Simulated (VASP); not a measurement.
# SiO2 (P4_2/mnm) in VASP: notebook

Runs on SiO2. Level: LDA. Tasks: single point.

Everything below comes from runs of VASP 6.6.1. Logs are shortened: lines on timing, memory, paths and dates and some standing lists are left out, and cuts for length are marked.

### 1 The cell of the first run

The structure is tetragonal, space group P4_2/mnm (No. 136). The conventional cell has a = 4.130 Å, b = 4.130 Å, c = 2.789 Å, α = 90.00°, β = 90.00°, γ = 90.00°. Within 2.4 Å of Si (site symmetry mmm) lie 6 O at 1.78 to 1.80 Å. O (site symmetry m2m) has 3 Si at 1.78 to 1.80 Å and 1 O at 2.27 Å within 2.4 Å.

### 2 Single point, LDA

Input file INCAR:

```
SYSTEM = SiO2
  ALGO = Normal
  EDIFF = 1E-6
  ENCUT = 1340
  GGA = CA
  GGA_COMPAT = .False.
  ISIF = 2
  ISMEAR = 0
  LASPH = .True.
  LCHARG = .False.
  LREAL = .False.
  LWAVE = .False.
  NBANDS = 25
  NELM = 120
  PREC = Accurate
  SIGMA = 0.05
```

Input file KPOINTS:

```
k-points
0
Gamma
  6 6 8
  0 0 0
```

Input file POSCAR:

```
SiO2
1.0
    4.1302000000      0.0000000000      0.0000000000
    0.0000000000      4.1302000000      0.0000000000
    0.0000000000      0.0000000000      2.7891000000
Si O
2 4
Direct
    0.5000000000      0.5000000000      0.5000000000
    0.0000000000      0.0000000000      0.0000000000
    0.6944252994      0.6944252994      0.0000000000
    0.1944252994      0.8055747006      0.5000000000
    0.3055747006      0.3055747006      0.0000000000
    0.8055747006      0.1944252994      0.5000000000
```

Potentials or basis: VASP PAW LDA potentials, release 64 (Si, O_h).

Run with:

```
> cat potpaw_LDA.64/Si/POTCAR potpaw_LDA.64/O_h/POTCAR > POTCAR
> mpirun -np 1 vasp_std > vasp.out
```

OUTCAR:

```text
SYSTEM = SiO2
   EDIFF = 1E-6
   ENCUT = 1340
   GGA = CA
   ISIF = 2
   ISMEAR = 0
   LASPH = .True.
   LREAL = .False.
   NELM = 120
   PREC = Accurate

 ion  position               nearest neighbor table
   1  0.500  0.500  0.500-   4 1.78   6 1.78   5 1.80   3 1.80   3 1.80   5 1.80
   2  0.000  0.000  0.000-   3 1.78   5 1.78   4 1.80   6 1.80   4 1.80   6 1.80
   3  0.694  0.694  0.000-   2 1.78   1 1.80   1 1.80
   4  0.194  0.806  0.500-   1 1.78   2 1.80   2 1.80
   5  0.306  0.306  0.000-   2 1.78   1 1.80   1 1.80
   6  0.806  0.194  0.500-   1 1.78   2 1.80   2 1.80

  LATTYP: Found a simple tetragonal cell.
 ALAT       =     4.1302000000
 C/A-ratio  =     0.6752941746

  Lattice vectors:

 A1 = (   4.1302000000,   0.0000000000,   0.0000000000)
 A2 = (   0.0000000000,   4.1302000000,   0.0000000000)
 A3 = (   0.0000000000,   0.0000000000,   2.7891000000)

Analysis of symmetry for initial positions (statically):
=====================================================================
 Subroutine PRICEL returns:
 Original cell was already a primitive cell.

 Routine SETGRP: Setting up the symmetry group for a
 simple tetragonal supercell.

 Subroutine GETGRP returns: Found 16 space group operations
 (whereof  8 operations were pure point group operations)
 out of a pool of 16 trial point group operations.

The static configuration has the point symmetry D_2h.
 The point group associated with its full space group is D_4h.

Analysis of symmetry for dynamics (positions and initial velocities):
=====================================================================
 Subroutine PRICEL returns:
 Original cell was already a primitive cell.

 Routine SETGRP: Setting up the symmetry group for a
 simple tetragonal supercell.

 Subroutine GETGRP returns: Found 16 space group operations
 (whereof  8 operations were pure point group operations)
 out of a pool of 16 trial point group operations.

The dynamic configuration has the point symmetry D_2h.
 The point group associated with its full space group is D_4h.

 Subroutine INISYM returns: Found 16 space group operations
 (whereof  8 operations are pure point group operations),
 and found     1 'primitive' translations

----------------------------------------------------------------------------------------

                                     Primitive cell

  volume of cell :      47.5780

  direct lattice vectors                    reciprocal lattice vectors
     4.130200000  0.000000000  0.000000000     0.242119026  0.000000000  0.000000000
     0.000000000  4.130200000  0.000000000     0.000000000  0.242119026  0.000000000
     0.000000000  0.000000000  2.789100000     0.000000000  0.000000000  0.358538597

  length of vectors
     4.130200000  4.130200000  2.789100000     0.242119026  0.242119026  0.358538597

  position of ions in fractional coordinates (direct lattice)
     0.500000000  0.500000000  0.500000000
     0.000000000  0.000000000  0.000000000
     0.694425299  0.694425299  0.000000000
     0.194425299  0.805574701  0.500000000
     0.305574701  0.305574701  0.000000000
     0.805574701  0.194425299  0.500000000

  ion indices of the primitive-cell ions
   primitive index   ion index
                 1           1
                 2           2
                 3           3
                 4           4
                 5           5
                 6           6

----------------------------------------------------------------------------------------

 KPOINTS: k-points

Automatic generation of k-mesh.
 Grid dimensions read from file:
 generate k-points for:    6    6    8

 Generating k-lattice:

  Cartesian coordinates                     Fractional coordinates (reciprocal lattice)
     0.040353171  0.000000000  0.000000000     0.166666667  0.000000000  0.000000000
     0.000000000  0.040353171  0.000000000     0.000000000  0.166666667  0.000000000
     0.000000000  0.000000000  0.044817325     0.000000000  0.000000000  0.125000000

  Length of vectors
     0.040353171  0.040353171  0.044817325

  Shift w.r.t. Gamma in fractional coordinates (k-lattice)
     0.000000000  0.000000000  0.000000000

 Subroutine IBZKPT returns following result:
 ===========================================

 Found     50 irreducible k-points:

 Following reciprocal coordinates:
            Coordinates               Weight
  0.000000  0.000000  0.000000      1.000000
  0.166667  0.000000  0.000000      4.000000
  0.333333  0.000000  0.000000      4.000000
  0.500000  0.000000  0.000000      2.000000
  0.166667  0.166667  0.000000      4.000000
  0.333333  0.166667  0.000000      8.000000
[... 16 lines left out ...]
  0.333333  0.000000  0.250000      8.000000
  0.500000  0.000000  0.250000      4.000000
 [... further k-points ...]
   k-points           NKPTS =     50   k-points in BZ     NKDIM =     50   number of bands    NBANDS=     25
   number of dos      NEDOS =    301   number of ions     NIONS =      6
[... 42 lines left out ...]
   LHFCALC =     F    Hartree Fock is set to
   AEXX    =    0.0000 exact exchange contribution
   IVDW    =     0    specifies the selected vdW correction
   LEPSILON=     F    determine dielectric tensor
   LRPA    =     F    only Hartree local field effects (RPA)
 non-spin polarized calculation
 Gauss-broadening in eV      SIGMA  =   0.05
  energy-cutoff  :     1340.00
  volume of cell :       47.58
 maximum number of plane-waves:      5352
 NGX is ok and might be reduce to    50
   NGX = 25   NGY = 25   NGZ = 17

 number of electron      32.0000000 magnetization

 Free energy of the ion-electron system (eV)
  ---------------------------------------------------
  ext. energy  EPLUGINS =         0.00000000
  ---------------------------------------------------
  free energy    TOTEN  =       -51.85968617 eV

  energy without entropy =      -51.85968617  energy(sigma->0) =      -51.85968617

 E-fermi :   8.7193     XC(G=0): -12.6502

 val. band max:        8.4899243106   @ k =   0.0000   0.0000   0.0000
 cond. band min:      13.4904476089   @ k =   0.0000   0.0000   0.0000
 fundamental gap:      5.0005232983
 Fermi energy:         8.7192779276

 k-point     1 :       0.0000    0.0000    0.0000
  band No.  band energies     occupation
      1     -13.6179      2.00000
      2      -9.8749      2.00000
      3      -9.8749      2.00000
      4      -9.5239      2.00000
      5      -2.3014      2.00000
      6       2.3168      2.00000
[... 17 lines left out ...]
     24      22.8196      0.00000
     25      23.8881      0.00000

 k-point     2 :       0.1667    0.0000    0.0000
  band No.  band energies     occupation
      1     -13.4661      2.00000
      2     -10.5188      2.00000
      3      -9.7987      2.00000
      4      -9.2149      2.00000
      5      -2.0696      2.00000
      6       1.6192      2.00000
[... 17 lines left out ...]
     24      22.2165      0.00000
     25      23.7325      0.00000

 k-point     3 :       0.3333    0.0000    0.0000
  band No.  band energies     occupation
      1     -13.0220      2.00000
      2     -11.4438      2.00000
      3      -9.5932      2.00000
      4      -9.1492      2.00000
      5      -1.4582      2.00000
      6       0.4678      2.00000
[... 17 lines left out ...]
     24      22.1437      0.00000
     25      22.1701      0.00000

 k-point     4 :       0.5000    0.0000    0.0000
  band No.  band energies     occupation
      1     -12.3230      2.00000
      2     -12.3230      2.00000
      3      -9.3325      2.00000
      4      -9.3325      2.00000
      5      -0.5902      2.00000
      6      -0.5902      2.00000
[... 17 lines left out ...]
     24      20.8020      0.00000
     25      23.2357      0.00000
[... 477 lines left out ...]
 k-point    22 :       0.1667    0.0000    0.2500
  band No.  band energies     occupation
      1     -12.7370      2.00000
      2     -10.2140      2.00000
      3      -9.5218      2.00000
      4      -9.3252      2.00000
      5      -1.8484      2.00000
      6       1.2117      2.00000
[... 17 lines left out ...]
     24      21.7381      0.00000
     25      22.2808      0.00000

 k-point    23 :       0.3333    0.0000    0.2500
  band No.  band energies     occupation
      1     -12.3333      2.00000
      2     -10.9563      2.00000
      3      -9.4133      2.00000
      4      -9.2409      2.00000
      5      -1.0790      2.00000
      6       0.7523      2.00000
[... 17 lines left out ...]
     24      20.7475      0.00000
     25      21.8817      0.00000

 k-point    24 :       0.5000    0.0000    0.2500
  band No.  band energies     occupation
      1     -11.7104      2.00000
      2     -11.7104      2.00000
      3      -9.2951      2.00000
      4      -9.2951      2.00000
      5      -0.0793      2.00000
      6      -0.0793      2.00000
[... 17 lines left out ...]
     24      20.6162      0.00000
     25      21.8012      0.00000

 [... further k-points ...]
[... 5 lines left out ...]
  --------------------------------------------------------------------------------------
  -------------------------------------------------------------------------------------
  Total       -1.2211443     -1.2211443     -8.2892675      0.0000000      0.0000000      0.0000000
  in kB      -41.1217253    -41.1217253   -279.1389789      0.0000000      0.0000000      0.0000000
  external PRESSURE =    -120.4608099 kB  Pullay stress =       0.0000000 kB

 VOLUME and BASIS-vectors are now :
 -----------------------------------------------------------------------------
  energy-cutoff  :     1340.00
  volume of cell :       47.58
      direct lattice vectors                 reciprocal lattice vectors
     4.130200000  0.000000000  0.000000000     0.242119026  0.000000000  0.000000000
     0.000000000  4.130200000  0.000000000     0.000000000  0.242119026  0.000000000
     0.000000000  0.000000000  2.789100000     0.000000000  0.000000000  0.358538597

 POSITION                                       TOTAL-FORCE (eV/Angst)
 -----------------------------------------------------------------------------------
      2.06510      2.06510      1.39455        -0.000000      0.000000     -0.000000
      0.00000      0.00000      0.00000        -0.000000      0.000000     -0.000000
      2.86812      2.86812      0.00000         0.095639      0.095639     -0.000000
      0.80302      3.32718      1.39455         0.095639     -0.095639     -0.000000
      1.26208      1.26208      0.00000        -0.095639     -0.095639      0.000000
      3.32718      0.80302      1.39455        -0.095639      0.095639     -0.000000
 -----------------------------------------------------------------------------------
    total drift:                                0.000000     -0.000000      0.000000

  FREE ENERGIE OF THE ION-ELECTRON SYSTEM (eV)
  ---------------------------------------------------
  free  energy   TOTEN  =       -51.8596861740 eV

  energy  without entropy=      -51.8596861740  energy(sigma->0) =      -51.85968617
```

Wall time 2.3 min (1 thread of Intel Xeon Platinum 8488C (Sapphire Rapids), shared host); peak memory 0.34 GiB.

What came out:

| Quantity | Value |
| --- | --- |
| Free energy | -51.8597 eV |
| Pressure | -12.0 GPa |
| Largest force | 0.135 eV/Å |
| Band gap on the k mesh | 5.00 eV |

Forces in eV/Å, atoms in the order of the input:
```
Si   0.000  0.000  0.000
Si   0.000  0.000  0.000
O    0.096  0.096  0.000
O    0.096 -0.096  0.000
O   -0.096 -0.096  0.000
O   -0.096  0.096  0.000
```

Levels at points of the mesh, in eV from the valence-band top:
```tsv
k point	band 13	band 14	band 15	band 16	band 17	band 18	band 19	band 20
(0.00, 0.00, 0.00)	-2.67	-0.81	-0.81	0.00	5.00	5.61	7.40	7.40
(0.50, 0.00, 0.00)	-2.81	-2.81	-0.99	-0.99	6.90	6.90	8.05	8.05
(0.50, 0.50, 0.00)	-2.83	-2.83	-2.04	-2.04	6.58	6.58	9.13	9.13
(0.00, 0.00, 0.50)	-3.20	-3.20	-2.57	-2.57	8.73	8.73	12.05	12.05
(0.50, 0.00, 0.50)	-2.12	-2.12	-1.68	-1.68	8.49	8.49	9.98	9.98
(0.50, 0.50, 0.50)	-1.57	-1.57	-1.46	-1.46	6.93	6.93	10.84	10.84
```

Caveat: the stress differs along the axes, from -28 to -4 GPa. A k mesh can miss the band edges.

### 3 Single point, LDA

This run uses another cell than the first one, of 7.56 Å³/atom.

Input file INCAR:

```
SYSTEM = SiO2
  ALGO = Normal
  EDIFF = 1E-6
  ENCUT = 1340
  GGA = CA
  GGA_COMPAT = .FALSE.
  ISIF = 2
  ISMEAR = 0
  LASPH = .TRUE.
  LCHARG = .FALSE.
  LREAL = .FALSE.
  LWAVE = .FALSE.
  NBANDS = 25
  NELM = 120
  PREC = Accurate
  SIGMA = 0.05
```

Input file KPOINTS:

```
k-points
0
G
  6 6 8
  0 0 0
```

Edit POSCAR of step 2 so:

```diff
@@ -2,5 +2,5 @@
 1.0
-    4.1302000000      0.0000000000      0.0000000000
-    0.0000000000      4.1302000000      0.0000000000
-    0.0000000000      0.0000000000      2.7891000000
+    4.2299000000      0.0000000000      0.0000000000
+    0.0000000000      4.2299000000      0.0000000000
+    0.0000000000      0.0000000000      2.5336000000
 Si O
```

Potentials or basis: VASP PAW LDA potentials, release 64 (Si, O_h).

Run with:

```
> cat potpaw_LDA.64/Si/POTCAR potpaw_LDA.64/O_h/POTCAR > POTCAR
> mpirun -np 1 vasp_std > vasp.out
```

It took 76 s on 1 thread of Intel Xeon 6975P-C (Granite Rapids), shared host; peak memory 0.32 GiB.

The run converged. Its results:

```
Free energy            : -51.7893 eV
Pressure               : 9.4 GPa
Largest force          : 0.236 eV/Å
Band gap on the k mesh : 6.25 eV
```

Forces on the atoms (eV/Å):
```
Si   0.000  0.000  0.000
Si   0.000  0.000  0.000
O   -0.167 -0.167  0.000
O   -0.167  0.167  0.000
O    0.167  0.167  0.000
O    0.167 -0.167  0.000
```

Stress tensor (GPa, compression positive):
```
-3.13  0.00  0.00
 0.00 -3.13  0.00
 0.00  0.00 34.59
```

Levels at points of the mesh, in eV from the valence-band top:
| k point | band 14 | band 15 | band 16 | band 17 | band 18 | band 19 |
| --- | --- | --- | --- | --- | --- | --- |
| (0.00, 0.00, 0.00) | -0.97 | -0.97 | 0.00 | 6.25 | 7.67 | 9.46 |
| (0.50, 0.00, 0.00) | -2.39 | -1.16 | -1.16 | 8.54 | 8.54 | 9.90 |
| (0.50, 0.50, 0.00) | -2.61 | -2.59 | -2.59 | 8.23 | 8.23 | 10.82 |
| (0.00, 0.00, 0.50) | -3.04 | -2.78 | -2.78 | 9.15 | 9.15 | 12.35 |
| (0.50, 0.00, 0.50) | -2.46 | -1.82 | -1.82 | 8.74 | 8.74 | 9.48 |
| (0.50, 0.50, 0.50) | -1.94 | -1.61 | -1.61 | 7.15 | 7.15 | 10.80 |

Caveat: the stress differs along the axes, from -3 to 35 GPa.

### 4 Single point, LDA

This run uses another cell than the first one, of 7.54 Å³/atom.

Input file INCAR:

```
SYSTEM = SiO2
ALGO = Normal
EDIFF = 1E-6
ENCUT = 1340
GGA_COMPAT = .False.
ISIF = 2
ISMEAR = 0
LASPH = .True.
LCHARG = .False.
LREAL = .False.
LWAVE = .False.
NBANDS = 25
NELM = 120
PREC = Accurate
SIGMA = 0.05
```

Input file KPOINTS:

```
k-points
0
Gamma
  6 6 8
  0 0 0
```

Edit POSCAR of step 3 so:

```diff
@@ -2,5 +2,5 @@
 1.0
-    4.2299000000      0.0000000000      0.0000000000
-    0.0000000000      4.2299000000      0.0000000000
-    0.0000000000      0.0000000000      2.5336000000
+    4.2798000000      0.0000000000      0.0000000000
+    0.0000000000      4.2798000000      0.0000000000
+    0.0000000000      0.0000000000      2.4697000000
 Si O
```

Run with:

```
> cat potpaw_LDA.64/Si/POTCAR potpaw_LDA.64/O_h/POTCAR > POTCAR
> mpirun -np 1 vasp_std > vasp.out
```

Wall time 3.5 min (1 thread of AMD EPYC 7R43 (Zen 3), shared host); peak memory 0.29 GiB.

The run converged. Its results:

- Free energy: -51.4371 eV
- Pressure: 13.5 GPa
- Largest force: 0.427 eV/Å
- Band gap on the k mesh: 6.27 eV

Forces in eV/Å, atoms in the order of the input:
```
Si   0.000  0.000  0.000
Si   0.000  0.000  0.000
O   -0.302 -0.302  0.000
O   -0.302  0.302  0.000
O    0.302  0.302  0.000
O    0.302 -0.302  0.000
```

Stress tensor (GPa, compression positive):
```
-6.86  0.00  0.00
 0.00 -6.86  0.00
 0.00  0.00 54.11
```

Levels at points of the mesh, in eV from the valence-band top:
| k point | band 13 | band 14 | band 15 | band 16 | band 17 | band 18 | band 19 | band 20 |
| --- | --- | --- | --- | --- | --- | --- | --- | --- |
| (0.00, 0.00, 0.00) | -1.84 | -0.98 | -0.98 | 0.00 | 6.27 | 8.42 | 9.95 | 9.95 |
| (0.50, 0.00, 0.00) | -2.08 | -2.08 | -1.19 | -1.19 | 8.66 | 8.66 | 10.26 | 10.26 |
| (0.50, 0.50, 0.00) | -2.55 | -2.55 | -2.51 | -2.51 | 8.56 | 8.56 | 11.07 | 11.07 |
| (0.00, 0.00, 0.50) | -2.85 | -2.85 | -2.72 | -2.72 | 9.15 | 9.15 | 12.12 | 12.12 |
| (0.50, 0.00, 0.50) | -2.45 | -2.45 | -1.75 | -1.75 | 8.72 | 8.72 | 9.24 | 9.24 |
| (0.50, 0.50, 0.50) | -1.95 | -1.95 | -1.54 | -1.54 | 7.08 | 7.08 | 10.76 | 10.76 |

Caveat: the stress differs along the axes, from -7 to 54 GPa.

### 5 Single point, LDA

This run uses another cell than the first one, of 7.38 Å³/atom.

Input file INCAR:

```
SYSTEM = SiO2
PREC     = Accurate       ! precision mode
ENCUT    = 1340           ! plane-wave cutoff, eV
EDIFF    = 1E-6           ! SCF threshold, eV
ISMEAR   = 0              ! smearing method
SIGMA    = 0.05           ! smearing width, eV
LREAL    = .FALSE.        ! projectors in reciprocal space
LASPH    = .TRUE.         ! aspherical terms in the spheres
NELM     = 120            ! most SCF steps
ALGO     = Normal         ! electronic algorithm
ISIF     = 2              ! what is computed and relaxed
LWAVE    = .FALSE.        ! write WAVECAR
LCHARG   = .FALSE.        ! write CHGCAR
NBANDS   = 25             ! bands
GGA_COMPAT= .FALSE.
```

Input file KPOINTS:

```
regular mesh
0
G
  6 6 8
  0 0 0
```

Edit POSCAR of step 4 so:

```diff
@@ -2,5 +2,5 @@
 1.0
-    4.2798000000      0.0000000000      0.0000000000
-    0.0000000000      4.2798000000      0.0000000000
-    0.0000000000      0.0000000000      2.4697000000
+    4.1801000000      0.0000000000      0.0000000000
+    0.0000000000      4.1801000000      0.0000000000
+    0.0000000000      0.0000000000      2.5336000000
 Si O
```

Run with:

```
> cat potpaw_LDA.64/Si/POTCAR potpaw_LDA.64/O_h/POTCAR > POTCAR
> mpirun -np 1 vasp_std > vasp.out
```

It took 2.2 min on 1 thread of Intel Xeon Platinum 8259CL at 2.50GHz (Skylake/Cascade Lake), shared host; peak memory 0.32 GiB.

Results (log left out):

| Item | Value |
| --- | --- |
| Free energy | -51.7761 eV |
| Pressure | 17.7 GPa |
| Largest force | 0.050 eV/Å |
| Band gap on the k mesh | 6.68 eV |

Forces on the atoms (eV/Å):
```
Si   0.000  0.000  0.000
Si   0.000  0.000  0.000
O    0.035  0.035  0.000
O    0.035 -0.035  0.000
O   -0.035 -0.035  0.000
O   -0.035  0.035  0.000
```

Stress tensor (GPa, compression positive):
```
 6.23  0.00  0.00
 0.00  6.23  0.00
 0.00  0.00 40.50
```

Levels at points of the mesh, in eV from the valence-band top:
```csv
k point,band 14,band 15,band 16,band 17,band 18,band 19
"(0.00, 0.00, 0.00)",-0.97,-0.97,0.00,6.68,7.54,9.53
"(0.50, 0.00, 0.00)",-2.52,-1.18,-1.18,8.82,8.82,9.93
"(0.50, 0.50, 0.00)",-2.69,-2.65,-2.65,8.41,8.41,10.92
"(0.00, 0.00, 0.50)",-3.21,-2.89,-2.89,9.49,9.49,12.72
"(0.50, 0.00, 0.50)",-2.51,-1.90,-1.90,8.99,8.99,9.83
"(0.50, 0.50, 0.50)",-1.98,-1.67,-1.67,7.48,7.48,11.00
```

Caveat: the stress differs along the axes, from 6 to 40 GPa.

### 6 Summary

```csv
cell,gap on the mesh (eV),pressure (GPa),largest force (eV/Å)
"a = 4.130, b = 4.130, c = 2.789 Å, 6 atoms",5.00,-12.0,0.14
"a = 4.230, b = 4.230, c = 2.534 Å, 6 atoms",6.25,9.4,0.24
"a = 4.280, b = 4.280, c = 2.470 Å, 6 atoms",6.27,13.5,0.43
"a = 4.180, b = 4.180, c = 2.534 Å, 6 atoms",6.68,17.7,0.05
```

Alike in all rows: task single point; level LDA; potentials or basis VASP PAW LDA potentials, release 64 (Si, O_h); no spin polarisation; k mesh 6 × 6 × 8; cutoff (eV) 1340; smearing gaussian 0.05 eV.

Caveats: the stress differs along the axes, from -28 to -4 GPa (at least some runs); the stress differs along the axes, from -3 to 35 GPa (at least some runs); the stress differs along the axes, from -7 to 54 GPa (at least some runs); the stress differs along the axes, from 6 to 40 GPa (at least some runs).

Total energies depend on the potentials used, so only differences within one code and one set of settings carry meaning.
